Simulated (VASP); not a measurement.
PbO: single point with PBEsol

Crystal: PbO.

```
CELL_PARAMETERS angstrom
3.99543 0.00000 0.00000
0.00000 3.99543 0.00000
0.00000 0.00000 5.36331
ATOMIC_POSITIONS crystal
Pb 0.00000 0.50000 0.22123
Pb 0.50000 0.00000 0.77877
O 0.00000 0.00000 0.00000
O 0.50000 0.50000 0.00000
```

- Program: VASP 6.6.1
- Task: single point
- Functional: PBEsol
- Potentials or basis: VASP PAW PBE potentials, release 64 (Pb_d, O)
- Cutoff: 520 eV
- k mesh: 8 × 8 × 6
- Occupations: gaussian, width 0.02 eV
- Spin: no spin polarisation

| Property | Result |
| --- | --- |
| Pressure | -0.6 GPa |
| Largest force | 0.043 eV/Å |
| Band gap on the k mesh | 1.51 eV (least direct gap 2.01 eV) |

Forces on the atoms (eV/Å):
```
Pb   0.000  0.000  0.043
Pb   0.000  0.000 -0.043
O    0.000  0.000  0.000
O    0.000  0.000  0.000
```

Levels at points of the mesh, in eV from the valence-band top:
```
           k point  band 17  band 18  band 19  band 20  band 21  band 22  band 23  band 24
(0.00, 0.00, 0.00)    -1.65    -1.62    -1.62     0.00     2.00     4.71     5.90     5.90
(0.50, 0.00, 0.00)    -2.96    -2.96    -1.52    -1.52     3.15     3.15     6.00     6.00
(0.50, 0.50, 0.00)    -1.65    -1.65    -0.99    -0.99     1.51     1.51     5.14     5.14
(0.00, 0.00, 0.50)    -1.67    -1.64    -1.64    -0.93     1.78     4.33     4.33     4.33
(0.50, 0.00, 0.50)    -2.94    -2.94    -0.99    -0.99     2.87     2.87     6.47     6.47
(0.50, 0.50, 0.50)    -2.03    -2.03    -0.99    -0.99     3.56     3.56     4.18     4.18
```

Wall time 5.1 min on 1 thread of Intel Xeon 8259CL (shared host), peak memory 0.26 GiB.

Caveat: the PAW data sets were made with another functional, which shifts forces and pressure a little; spin-orbit coupling is left out, which moves the levels of the heavy elements. A k mesh can miss the band edges.
